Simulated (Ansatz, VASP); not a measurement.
Two plane-wave programs on Cd3O

```
Cd O
1.0
    -1.92803    1.92803    4.93980
     1.92803   -1.92803    4.93980
     1.92803    1.92803   -4.93980
Cd O
3 1
Direct
  0.50000 0.50000 0.00000
  0.25000 0.75000 0.50000
  0.75000 0.25000 0.50000
  0.00000 0.00000 0.00000
```

Alike in both runs: functional PBE; k mesh 6 × 6 × 6; occupations gaussian, width 0.1 eV; no spin polarisation.

Ansatz relaxed the structure, and its values are those at the end. VASP's run is a single point on that final structure, the one shown.

```csv
,VASP,Ansatz
version,VASP 6.6.1,Ansatz 0.2.0
potentials or method,"VASP PAW PBE potentials, release 64 (Cd, O), cutoff 520 eV","scalar-relativistic, plane waves, PAW"
valence electrons in the cell,42,66
```

Ansatz gave:

```
gap on the k mesh at the Fermi level (eV) : none
pressure (GPa)                            : 0.0
```

Problem. What did VASP give for the same quantities?

Solution. gap on the k mesh at the Fermi level (eV): none; pressure (GPa): 0.5.

A gap of «none» marks a metal or a gap that the smearing closes. The functional is the same, so the differences come from potentials, cutoffs and numerics. VASP's potentials hold 42 valence electrons a cell and Ansatz's 66, so a difference there can come from the potentials and not from the codes.

The k mesh is coarse, so the values compare programs but aren't converged.
